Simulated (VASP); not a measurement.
Crystal: Co.

```xyz
1
Lattice="0.0000 1.7895 1.7895 1.7895 0.0000 1.7895 1.7895 1.7895 0.0000" Properties=species:S:1:pos:R:3 pbc="T T T"
Co    0.0000    0.0000    0.0000
```

Base run:

| Quantity | Value |
| --- | --- |
| Program | VASP 6.6.1 |
| Functional | PBE |
| Potentials or basis | VASP PAW PBE potentials, release 64 (Co) |
| Cutoff | 520 eV |
| k mesh | 14 × 14 × 14 |
| Occupations | gaussian, width 0.1 eV |
| Spin | collinear spin, ferromagnetic start |
| Starting moments | [3.0] μB |
| Fixed moment | 3 μB |

Its results: pressure 27.0 GPa; site moments Co +2.85 μB.

Problem. After a change of settings the same cell gave: pressure -14.3 GPa; site moments Co +1.32 μB. Which change was it?
A. fixed moment from 3 μB to 2.14 μB; moments at the start from [3.0] to [2.14]
B. fixed moment from 3 μB to none
C. fixed moment from 3 μB to 3.43 μB; moments at the start from [3.0] to [3.43]
D. fixed moment from 3 μB to 1.29 μB; moments at the start from [3.0] to [1.29]

Solution. D.

Caveats: the total moment is fixed, so each spin has its own Fermi level.
